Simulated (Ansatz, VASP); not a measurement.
## Rh: VASP beside Ansatz

Contents of INCAR:

```
PREC = Accurate
ENCUT = 520
EDIFF = 1E-7
ISMEAR = 0
SIGMA = 0.15
LREAL = False
LASPH = True
NELM = 80
ALGO = Fast
ISIF = 2
LWAVE = False
LCHARG = False
GGA = PS
NBANDS = 14
```

Contents of KPOINTS:

```
Automatic mesh
0
Gamma
  22 22 22
```

POSCAR

```
Rh
1.0
    0.0000000000      1.9015500000      1.9015500000
    1.8825345000      0.0000000000      1.9015500000
    1.8825345000      1.9015500000      0.0000000000
Rh
1
Direct
    0.0000000000      0.0000000000      0.0000000000
```

Input for Ansatz:

```yaml
crystal:
  lattice:
    - [0.0, 1.90155, 1.90155]
    - [1.8825345, 0.0, 1.90155]
    - [1.8825345, 1.90155, 0.0]
  atoms:
    - { symbol: Rh, position: [0.0, 0.0, 0.0] }
basis:
  ecutwfc: 420
kpoints:
  mp_grid: { grid: [22, 22, 22] }
hamiltonian:
  xc: pbesol
scf:
  occupations: { method: gaussian, width: 0.15 }
output:
  forces: true
  stress: true
  eigenvalues: true
```

Change from the starting cell: strain -0.0100 x Voigt [1, 0, 0, 0, 0, 0], atoms carried along.

Alike in both runs: task single point; functional PBEsol; k mesh 22 × 22 × 22; occupations gaussian, width 0.15 eV; no spin polarisation.

|  | VASP | Ansatz |
| --- | --- | --- |
| version | VASP 6.6.1 | Ansatz 0.2.0 |
| potentials or method | VASP PAW PBE potentials, release 64 (Rh_pv), cutoff 520 eV | scalar-relativistic, plane waves, PAW |
| valence electrons in the cell | 15 | 17 |

```csv
,VASP,Ansatz,Ansatz less VASP
gap on the k mesh at the Fermi level (eV),none,none,-
pressure (GPa),-2.4,-2.3,+0.08
"traceless stress, the component that is largest in VASP (GPa)",1.69,1.69,+0.004
```

VASP's potentials were made for PBE, not for PBEsol. A gap of «none» marks a metal or a gap that the smearing closes. With one functional, cell and mesh, what is left measures potentials, basis and numerics. VASP's potentials hold 15 valence electrons a cell and Ansatz's 17, so a difference there can come from the potentials and not from the codes.
